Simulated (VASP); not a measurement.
# Sb: single point with PBE

Sb:

```xyz
1
Lattice="-1.6813 1.6813 1.6813 1.6813 -1.6813 1.6813 1.6813 1.6813 -1.6813" Properties=species:S:1:pos:R:3 pbc="T T T"
Sb    0.0000    0.0000    0.0000
```

This isn't the form of Sb at room conditions, which is rhombohedral.

- Program: VASP 6.6.1
- Task: single point
- Functional: PBE
- Potentials or basis: VASP PAW PBE potentials, release 64 (Sb)
- Cutoff: 520 eV
- k mesh: 16 × 16 × 16
- Occupations: fermi-dirac, width 0.08 eV
- Spin: no spin polarisation
- Dipole correction: no
- Further INCAR settings: ALGO = Normal; EDIFF = 1e-06; NBANDS = 8

```json
{
 "Pressure": "49.4 GPa",
 "Band gap on the k mesh": "zero (an odd number of electrons rules out a gap without spin polarisation)"
}
```

Levels at points of the mesh, in eV from the Fermi level:
| k point | band 1 | band 2 | band 3 | band 4 | band 5 | band 6 |
| --- | --- | --- | --- | --- | --- | --- |
| (0.00, 0.00, 0.00) | -16.28 | 8.70 | 8.70 | 8.70 | 11.75 | 11.75 |
| (0.50, 0.00, 0.00) | -9.76 | -8.26 | 2.45 | 4.57 | 7.31 | 7.82 |
| (0.50, 0.50, 0.50) | -3.64 | -3.06 | -3.06 | -3.06 | 2.05 | 2.05 |

Wall time 17 s on 1 thread of Intel Xeon 8259CL (shared host), peak memory 0.15 GiB.

Caveat: the cell stands under pressure; spin-orbit coupling is left out, which moves the levels of the heavy elements.
